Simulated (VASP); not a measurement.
# Al3GaN4 (P-42m) in VASP: notebook

Al3GaN4 is run at these levels: PBEsol; tasks: single point.

All numbers are computed with VASP 6.6.1; they aren't measurements. Logs are shortened: lines on timing, memory, paths and dates and some standing lists are left out, and cuts for length are marked.

## Step 1: The cell of the first run

It takes space group P-42m (No. 111, tetragonal). Conventional cell: a = 4.583 Å, b = 4.583 Å, c = 4.760 Å, α = 90.00°, β = 90.00°, γ = 90.00°. Al (site symmetry -42m) has 4 N at 2.00 Å within 2.6 Å. Within 2.6 Å of Al (site symmetry 222) lie 4 N at 2.00 Å. Within 2.7 Å of Ga (site symmetry -42m) lie 4 N at 2.05 Å. N (site symmetry m) has 3 Al at 2.00 Å and 1 Ga at 2.05 Å within 2.6 Å.

## Step 2: Single point, PBEsol (strain +0.040 along x and y, +0.080 along z)

Input file INCAR:

```
SYSTEM = Al3GaN4
PREC = Accurate ; ENCUT = 520
EDIFF = 1E-7 ; ISMEAR = 0
SIGMA = 0.05 ; LREAL = .FALSE.
LASPH = .TRUE. ; NELM = 80
ALGO = Normal ; ISIF = 2
LWAVE = .FALSE. ; LCHARG = .FALSE.
GGA = PS ; NBANDS = 31
```

Input file KPOINTS:

```
Automatic mesh
0
G
  6 6 6
  0 0 0
```

Input file POSCAR:

```
Al3GaN4
1.0
    4.5832746340      0.0000000000      0.0000000000
    0.0000000000      4.5832746340      0.0000000000
    0.0000000000      0.0000000000      4.7595544276
Al Ga N
3 1 4
Direct
    0.5000000000      0.5000000000      0.0000000000
    0.5000000000      0.0000000000      0.5000000000
    0.0000000000      0.5000000000      0.5000000000
    0.0000000000      0.0000000000      0.0000000000
    0.7447077174      0.7447077174      0.2552922826
    0.7447077174      0.2552922826      0.7447077174
    0.2552922826      0.7447077174      0.7447077174
    0.2552922826      0.2552922826      0.2552922826
```

Potentials or basis: VASP PAW PBE potentials, release 64 (Al, Ga_d, N).

The run is started by

```
$ cat potpaw_PBE.64/Al/POTCAR potpaw_PBE.64/Ga_d/POTCAR potpaw_PBE.64/N/POTCAR > POTCAR
$ mpirun -np 1 vasp_std > vasp.out
```

OUTCAR:

```text
SYSTEM = Al3GaN4
   PREC = Accurate
   ENCUT = 520
   EDIFF = 1E-7
   ISMEAR = 0
   LREAL = .FALSE.
   LASPH = .TRUE.
   NELM = 80
   ISIF = 2
   GGA = PS

 ion  position               nearest neighbor table
   1  0.500  0.500  0.000-   5 2.00   6 2.00   7 2.00   8 2.00   2 3.30   3 3.30   2 3.30   3 3.30
                             2 3.30   2 3.30   3 3.30   3 3.30
   2  0.500  0.000  0.500-   5 2.00   6 2.00   7 2.00   8 2.00   3 3.24   3 3.24   3 3.24   3 3.24
                             1 3.30   1 3.30   1 3.30   1 3.30
   3  0.000  0.500  0.500-   5 2.00   6 2.00   7 2.00   8 2.00   2 3.24   2 3.24   2 3.24   2 3.24
                             1 3.30   1 3.30   1 3.30   1 3.30
   4  0.000  0.000  0.000-   5 2.05   6 2.05   7 2.05   8 2.05
   5  0.745  0.745  0.255-   2 2.00   3 2.00   1 2.00   4 2.05
   6  0.745  0.255  0.745-   2 2.00   3 2.00   1 2.00   4 2.05
   7  0.255  0.745  0.745-   2 2.00   3 2.00   1 2.00   4 2.05
   8  0.255  0.255  0.255-   2 2.00   3 2.00   1 2.00   4 2.05

  LATTYP: Found a simple tetragonal cell.
 ALAT       =     4.5832746340
 C/A-ratio  =     1.0384615385

  Lattice vectors:

 A1 = (   4.5832746340,   0.0000000000,   0.0000000000)
 A2 = (   0.0000000000,   4.5832746340,   0.0000000000)
 A3 = (   0.0000000000,   0.0000000000,   4.7595544276)

Analysis of symmetry for initial positions (statically):
=====================================================================
 Subroutine PRICEL returns:
 Original cell was already a primitive cell.

 Routine SETGRP: Setting up the symmetry group for a
 simple tetragonal supercell.

 Subroutine GETGRP returns: Found  8 space group operations
 (whereof  8 operations were pure point group operations)
 out of a pool of 16 trial point group operations.

The static configuration has the point symmetry D_2d.

Analysis of symmetry for dynamics (positions and initial velocities):
=====================================================================
 Subroutine PRICEL returns:
 Original cell was already a primitive cell.

 Routine SETGRP: Setting up the symmetry group for a
 simple tetragonal supercell.

 Subroutine GETGRP returns: Found  8 space group operations
 (whereof  8 operations were pure point group operations)
 out of a pool of 16 trial point group operations.

The dynamic configuration has the point symmetry D_2d.

 Subroutine INISYM returns: Found  8 space group operations
 (whereof  8 operations are pure point group operations),
 and found     1 'primitive' translations
[... 112 lines left out ...]
   NFREE  =      0    steps in history (QN), initial steepest desc. (CG)
   ISIF   =      2    stress and relaxation
   ISYM   =      2    0-nonsym 1-usesym 2-fastsym
   POTIM  = 0.5000    time-step for ionic-motion
   TEBEG  =    0.0;   TEEND  =   0.0 temperature during run
   PSTRESS=    0.0 pullay stress
   NELECT =      42.0000    total number of electrons
   NUPDOWN=      -1.0000    fix difference up-down
   EMIN   =  10.00;   EMAX   =-10.00  energy-range for DOS
   EFERMI =   0.00;   METHOD = LEGACY
   ISMEAR =     0;   SIGMA  =   0.05  broadening in eV -4-tet -1-fermi 0-gaus
   EFERMI_NEDOS =   21; number of points for ismear=-14 and -15
   IALGO  =     38    algorithm
   IMIX   =      4    mixing-type and parameters
     AMIX     =   0.40;   BMIX     =  1.00
     AMIX_MAG =   1.60;   BMIX_MAG =  1.00
  volume/ion in A,a.u.               =      12.50        84.34
  Fermi-wavevector in a.u.,A,eV,Ry     =   1.226079  2.316954 20.453237  1.503271
  Thomas-Fermi vector in A             =   2.361093
   LORBIT       =      0    0 simple, 1 ext, 2 COOP (PROOUT), +10 PAW based schemes
   GGA     = PS    functional components
   LHFCALC =     F    Hartree Fock is set to
   AEXX    =    0.0000 exact exchange contribution
   IVDW    =     0    specifies the selected vdW correction
   LEPSILON=     F    determine dielectric tensor
   LRPA    =     F    only Hartree local field effects (RPA)
 non-spin polarized calculation
 Gauss-broadening in eV      SIGMA  =   0.05
  energy-cutoff  :      520.00
  volume of cell :       99.98
 maximum number of plane-waves:      2714
 NGX is ok and might be reduce to    36
   NGX = 17   NGY = 17   NGZ = 17

 number of electron      42.0000005 magnetization

 Free energy of the ion-electron system (eV)
  ---------------------------------------------------
  ext. energy  EPLUGINS =         0.00000000
  ---------------------------------------------------
  free energy    TOTEN  =       -58.76297992 eV

  energy without entropy =      -58.76297992  energy(sigma->0) =      -58.76297992

 E-fermi :   4.5210     XC(G=0): -10.6289

 val. band max:        4.2756888355   @ k =   0.1667   0.1667   0.0000
 cond. band min:       6.4481558448   @ k =   0.0000   0.0000   0.0000
 fundamental gap:      2.1724670093
 Fermi energy:         4.5209699287

 k-point     1 :       0.0000    0.0000    0.0000
  band No.  band energies     occupation
      1     -10.0074      2.00000
      2      -9.0218      2.00000
      3      -9.0096      2.00000
      4      -9.0096      2.00000
      5      -8.5864      2.00000
      6      -8.5687      2.00000
[... 805 lines left out ...]
     30      13.6437      0.00000
     31      13.6784      0.00000

 [... further k-points ...]

------------------------ aborting loop because EDIFF is reached ----------------------------------------

  FORCE on cell =-STRESS in cart. coord.  units (eV):
  Direction    XX          YY          ZZ          XY          YZ          ZX
  --------------------------------------------------------------------------------------
  -------------------------------------------------------------------------------------
  Total      -12.9084935    -12.9084935    -16.3627286      0.0000000      0.0000000      0.0000000
  in kB     -206.8559804   -206.8559804   -262.2093954      0.0000000      0.0000000      0.0000000
  external PRESSURE =    -225.3071187 kB  Pullay stress =       0.0000000 kB

 VOLUME and BASIS-vectors are now :
 -----------------------------------------------------------------------------
  energy-cutoff  :      520.00
  volume of cell :       99.98
      direct lattice vectors                 reciprocal lattice vectors
     4.583274634  0.000000000  0.000000000     0.218184612  0.000000000  0.000000000
     0.000000000  4.583274634  0.000000000     0.000000000  0.218184612  0.000000000
     0.000000000  0.000000000  4.759554428     0.000000000  0.000000000  0.210103701

 POSITION                                       TOTAL-FORCE (eV/Angst)
 -----------------------------------------------------------------------------------
      2.29164      2.29164      0.00000         0.000000      0.000000      0.000000
      2.29164      0.00000      2.37978        -0.000000      0.000000      0.000000
      0.00000      2.29164      2.37978         0.000000      0.000000      0.000000
      0.00000      0.00000      0.00000         0.000000      0.000000      0.000000
      3.41320      3.41320      1.21508        -0.020905     -0.020905     -0.010419
      3.41320      1.17007      3.54448        -0.020905      0.020905      0.010419
      1.17007      3.41320      3.54448         0.020905     -0.020905      0.010419
      1.17007      1.17007      1.21508         0.020905      0.020905     -0.010419
 -----------------------------------------------------------------------------------
    total drift:                                0.000000      0.000000     -0.000000

  FREE ENERGIE OF THE ION-ELECTRON SYSTEM (eV)
  ---------------------------------------------------
  free  energy   TOTEN  =       -58.7629799220 eV

  energy  without entropy=      -58.7629799220  energy(sigma->0) =      -58.76297992
```

stdout:

```text
POSCAR found type information on POSCAR AlGaN
 POSCAR found :  3 types and       8 ions
 scaLAPACK will be used
 -----------------------------------------------------------------------------
|                                                                             |
|                                                                             |
|     You enforced a specific xc type in the INCAR file but a different       |
|     I HOPE YOU KNOW WHAT YOU ARE DOING!                                     |
|                                                                             |
 -----------------------------------------------------------------------------

 LDA part: xc-table for (Slater+PW92), standard interpolation
 POSCAR, INCAR and KPOINTS ok, starting setup
 FFT: planning ... GRIDC
 FFT: planning ... GRID_SOFT
 FFT: planning ... GRID
 WAVECAR not read
 entering main loop
```

Run time: 2.9 min. Hardware: 1 thread of Intel Xeon 8259CL, shared host; peak memory 0.27 GiB.

What came out:

```
Free energy            : -58.7630 eV
Pressure               : -22.5 GPa
Largest force          : 0.031 eV/Å
Band gap on the k mesh : 2.17 eV
```

Forces on the atoms (eV/Å):
```
Al   0.000  0.000  0.000
Al   0.000  0.000  0.000
Al   0.000  0.000  0.000
Ga   0.000  0.000  0.000
N   -0.021 -0.021 -0.010
N   -0.021  0.021  0.010
N    0.021 -0.021  0.010
N    0.021  0.021 -0.010
```

Stress tensor (GPa, compression positive):
```
-20.69   0.00   0.00
  0.00 -20.69   0.00
  0.00   0.00 -26.22
```

Levels at points of the mesh, in eV from the valence-band top:
| k point | band 19 | band 20 | band 21 | band 22 | band 23 | band 24 |
| --- | --- | --- | --- | --- | --- | --- |
| (0.00, 0.00, 0.00) | -0.16 | 0.00 | 0.00 | 2.17 | 3.10 | 3.10 |
| (0.50, 0.00, 0.00) | -1.14 | -1.00 | -0.94 | 4.75 | 4.76 | 5.71 |
| (0.50, 0.50, 0.00) | -0.44 | -0.40 | -0.40 | 5.90 | 6.76 | 6.76 |
| (0.00, 0.00, 0.50) | -0.99 | -0.78 | -0.78 | 4.65 | 4.68 | 5.43 |
| (0.50, 0.00, 0.50) | -0.66 | -0.65 | -0.60 | 5.78 | 6.72 | 6.75 |
| (0.50, 0.50, 0.50) | -0.49 | -0.32 | -0.32 | 4.10 | 5.55 | 5.56 |

Caveat: the cell differs from its parent crystal (strain +0.040 along x and y, +0.080 along z); the stress differs along the axes, from -26 to -21 GPa; the PAW data sets were made with another functional, which shifts forces and pressure a little.

## Step 3: Single point, PBEsol (strain +0.080 along x and y, +0.040 along z)

Input file INCAR:

```
SYSTEM = Al3GaN4
ALGO = Normal
EDIFF = 1E-6
ENCUT = 520
GGA = PS
ISIF = 2
ISMEAR = 0
LASPH = .True.
LCHARG = .False.
LREAL = .False.
LWAVE = .False.
NBANDS = 31
NELM = 80
PREC = Accurate
SIGMA = 0.05
```

Input file KPOINTS:

```
k-points
0
Gamma
  6 6 6
  0 0 0
```

POSCAR, as its differences from that of step 2:

```diff
@@ -2,5 +2,5 @@
 1.0
-    4.5832746340      0.0000000000      0.0000000000
-    0.0000000000      4.5832746340      0.0000000000
-    0.0000000000      0.0000000000      4.7595544276
+    4.7595544276      0.0000000000      0.0000000000
+    0.0000000000      4.7595544276      0.0000000000
+    0.0000000000      0.0000000000      4.5832746340
 Al Ga N
```

Potentials or basis: VASP PAW PBE potentials, release 64 (Al, Ga_d, N).

The run is started by

```
$ cat potpaw_PBE.64/Al/POTCAR potpaw_PBE.64/Ga_d/POTCAR potpaw_PBE.64/N/POTCAR > POTCAR
$ mpirun -np 1 vasp_std > vasp.out
```

OUTCAR:

```text
SYSTEM = Al3GaN4
   EDIFF = 1E-6
   ENCUT = 520
   GGA = PS
   ISIF = 2
   ISMEAR = 0
   LASPH = .True.
   LREAL = .False.
   NELM = 80
   PREC = Accurate

 ion  position               nearest neighbor table
   1  0.500  0.500  0.000-   5 2.02   6 2.02   7 2.02   8 2.02   2 3.30   3 3.30   2 3.30   3 3.30
                             2 3.30   2 3.30   3 3.30   3 3.30
   2  0.500  0.000  0.500-   5 2.02   6 2.02   7 2.02   8 2.02   1 3.30   1 3.30   1 3.30   1 3.30

   3  0.000  0.500  0.500-   5 2.02   6 2.02   7 2.02   8 2.02   1 3.30   1 3.30   1 3.30   1 3.30

   4  0.000  0.000  0.000-   5 2.08   6 2.08   7 2.08   8 2.08
   5  0.745  0.745  0.255-   1 2.02   2 2.02   3 2.02   4 2.08
   6  0.745  0.255  0.745-   1 2.02   2 2.02   3 2.02   4 2.08
   7  0.255  0.745  0.745-   1 2.02   2 2.02   3 2.02   4 2.08
   8  0.255  0.255  0.255-   1 2.02   2 2.02   3 2.02   4 2.08

  LATTYP: Found a simple tetragonal cell.
 ALAT       =     4.7595544276
 C/A-ratio  =     0.9629629630

  Lattice vectors:

 A1 = (   4.7595544276,   0.0000000000,   0.0000000000)
 A2 = (   0.0000000000,   4.7595544276,   0.0000000000)
[... 196 lines left out ...]
 k-point     1 :       0.0000    0.0000    0.0000
  band No.  band energies     occupation
      1     -10.1152      2.00000
      2      -9.3187      2.00000
      3      -9.3187      2.00000
      4      -9.3117      2.00000
      5      -8.9535      2.00000
      6      -8.9369      2.00000
[... 805 lines left out ...]
     30      12.8505      0.00000
     31      13.1130      0.00000

 [... further k-points ...]

------------------------ aborting loop because EDIFF is reached ----------------------------------------

  FORCE on cell =-STRESS in cart. coord.  units (eV):
  Direction    XX          YY          ZZ          XY          YZ          ZX
  --------------------------------------------------------------------------------------
  -------------------------------------------------------------------------------------
  Total      -17.7884550    -17.7884550    -14.7419660      0.0000000     -0.0000000      0.0000000
  in kB     -274.4987268   -274.4987268   -227.4874858      0.0000000     -0.0000000      0.0000000
  external PRESSURE =    -258.8283132 kB  Pullay stress =       0.0000000 kB

 VOLUME and BASIS-vectors are now :
 -----------------------------------------------------------------------------
  energy-cutoff  :      520.00
  volume of cell :      103.83
      direct lattice vectors                 reciprocal lattice vectors
     4.759554428  0.000000000  0.000000000     0.210103701  0.000000000  0.000000000
     0.000000000  4.759554428  0.000000000     0.000000000  0.210103701  0.000000000
     0.000000000  0.000000000  4.583274634     0.000000000  0.000000000  0.218184612

 POSITION                                       TOTAL-FORCE (eV/Angst)
 -----------------------------------------------------------------------------------
      2.37978      2.37978      0.00000         0.000000      0.000000      0.000000
      2.37978      0.00000      2.29164         0.000000      0.000000     -0.000000
      0.00000      2.37978      2.29164         0.000000      0.000000      0.000000
      0.00000      0.00000      0.00000         0.000000      0.000000      0.000000
      3.54448      3.54448      1.17007        -0.008580     -0.008580      0.038001
      3.54448      1.21508      3.41320        -0.008580      0.008580     -0.038001
      1.21508      3.54448      3.41320         0.008580     -0.008580     -0.038001
      1.21508      1.21508      1.17007         0.008580      0.008580      0.038001
 -----------------------------------------------------------------------------------
    total drift:                               -0.000000     -0.000000      0.000000

  FREE ENERGIE OF THE ION-ELECTRON SYSTEM (eV)
  ---------------------------------------------------
  free  energy   TOTEN  =       -58.1866663961 eV

  energy  without entropy=      -58.1866663961  energy(sigma->0) =      -58.18666640
```

stdout:

```text
POSCAR found type information on POSCAR AlGaN
 POSCAR found :  3 types and       8 ions
 scaLAPACK will be used
 -----------------------------------------------------------------------------
|                                                                             |
|                                                                             |
|     You enforced a specific xc type in the INCAR file but a different       |
|     I HOPE YOU KNOW WHAT YOU ARE DOING!                                     |
|                                                                             |
 -----------------------------------------------------------------------------

 LDA part: xc-table for (Slater+PW92), standard interpolation
 POSCAR, INCAR and KPOINTS ok, starting setup
 FFT: planning ... GRIDC
 FFT: planning ... GRID_SOFT
 FFT: planning ... GRID
 WAVECAR not read
 entering main loop
```

Wall time 2.6 min (1 thread of Intel Xeon 8259CL, shared host); peak memory 0.27 GiB.

Results:

```yaml
Free_energy: -58.1867 eV
Pressure: -25.9 GPa
Largest_force: 0.040 eV/Å
Band_gap_on_the_k_mesh: 1.86 eV
```

Forces on the atoms (eV/Å):
```
Al   0.000  0.000  0.000
Al   0.000  0.000  0.000
Al   0.000  0.000  0.000
Ga   0.000  0.000  0.000
N   -0.009 -0.009  0.038
N   -0.009  0.009 -0.038
N    0.009 -0.009 -0.038
N    0.009  0.009  0.038
```

Caveat: the cell differs from its parent crystal (strain +0.080 along x and y, +0.040 along z); the cell stands under tension; the PAW data sets were made with another functional, which shifts forces and pressure a little.
